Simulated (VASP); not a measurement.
Ru: relaxation of cell and atoms with BLYP

The system is Ru.

```
Ru
1.0
    -1.50203    1.50203    1.50203
     1.50203   -1.50203    1.50203
     1.50203    1.50203   -1.50203
Ru
1
Direct
  0.00000 0.00000 0.00000
```

```json
{
  "Program": "VASP 6.6.1",
  "Task": "relaxation of cell and atoms",
  "Functional": "BLYP",
  "Potentials or basis": "VASP PAW PBE potentials, release 64 (Ru_pv)",
  "Cutoff": "600 eV",
  "k mesh": "15 × 15 × 15",
  "Occupations": "fermi-dirac, width 0.1 eV",
  "Spin": "no spin polarisation",
  "Dipole correction": "no",
  "Further INCAR settings": "ALGO = Normal; EDIFF = 1e-07; IBRION = 2; EDIFFG = -0.01; NSW = 80; ISIF = 3"
}
```

```
Relaxed volume                         : 14.99 Å³/atom
Relaxed cell                           : a = 2.690 Å, b = 2.690 Å, c = 2.690 Å, α = 109.47°, β = 109.47°, γ = 109.47°
Space group after relaxing (to 0.05 Å) : Im-3m (No. 229)
Energy gained by relaxing              : 125.6 meV/atom
Ionic steps                            : 5
Pressure after relaxing                : 0.1 GPa
Band gap on the k mesh                 : zero (band 7 reaches 13.24 eV, above the bottom of band 8 at 10.38 eV)
```

The path:
| step | energy change (eV) | largest force (eV/Å) | pressure (GPa) | volume (Å³) |
| --- | --- | --- | --- | --- |
| 1 | 0.0000 | 0.0000 | 30.84 | 13.55 |
| 2 | 0.4272 | 0.0000 | -31.29 | 19.34 |
| 3 | -0.1245 | 0.0000 | -2.36 | 15.15 |
| 4 | -0.1256 | 0.0000 | -0.37 | 15.02 |
| 5 | -0.1256 | 0.0000 | 0.10 | 14.99 |

Final structure:
```yaml
crystal:
  lattice:
    - [-1.55331, 1.55331, 1.55331]
    - [1.55331, -1.55331, 1.55331]
    - [1.55331, 1.55331, -1.55331]
  atoms:
    - { symbol: Ru, position: [0.00000, 0.00000, 0.00000] }
```

Levels at points of the mesh, in eV from the Fermi level:
```csv
k point,band 5,band 6,band 7,band 8,band 9,band 10
"(0.00, 0.00, 0.00)",-2.54,-2.54,-2.54,-0.07,-0.07,10.34
```

Run time: 2.5 min on 1 thread of Intel Xeon 8259CL, on a shared host, peak memory 0.16 GiB.

Caveat: the PAW data sets were made with another functional, which shifts forces and pressure a little.
